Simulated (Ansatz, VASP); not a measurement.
# Se: VASP beside Ansatz

```
Se
1.0
     2.90880   -2.73699    0.00000
     2.90880    2.73699    0.00000
     0.00000    0.00000    5.64550
Se
4
Direct
  0.25000 0.75000 0.42724
  0.75000 0.25000 0.57276
  0.00000 0.50000 0.00000
  0.50000 0.00000 0.00000
```

Alike in both runs: functional PBE; k mesh 6 × 6 × 4; occupations gaussian, width 0.1 eV; no spin polarisation.

Ansatz relaxed the structure, and its values are those at the end. VASP's run is a single point on that final structure, the one shown.

|  | VASP | Ansatz |
| --- | --- | --- |
| version | VASP 6.6.1 | Ansatz 0.2.0 |
| potentials or method | VASP PAW PBE potentials, release 64 (Se), cutoff 520 eV | scalar-relativistic, plane waves, PAW |
| valence electrons in the cell | 24 | 64 |

|  | VASP | Ansatz | Ansatz less VASP |
| --- | --- | --- | --- |
| gap on the k mesh at the Fermi level (eV) | none | none | - |
| pressure (GPa) | 0.3 | 0.3 | -0.02 |
| rms of the force components (eV/Å) | 0.014 | 0.014 | -0.0007 |

A gap of «none» marks a metal or a gap that the smearing closes. VASP's potentials hold 24 valence electrons a cell and Ansatz's 64, so a difference there can come from the potentials and not from the codes.
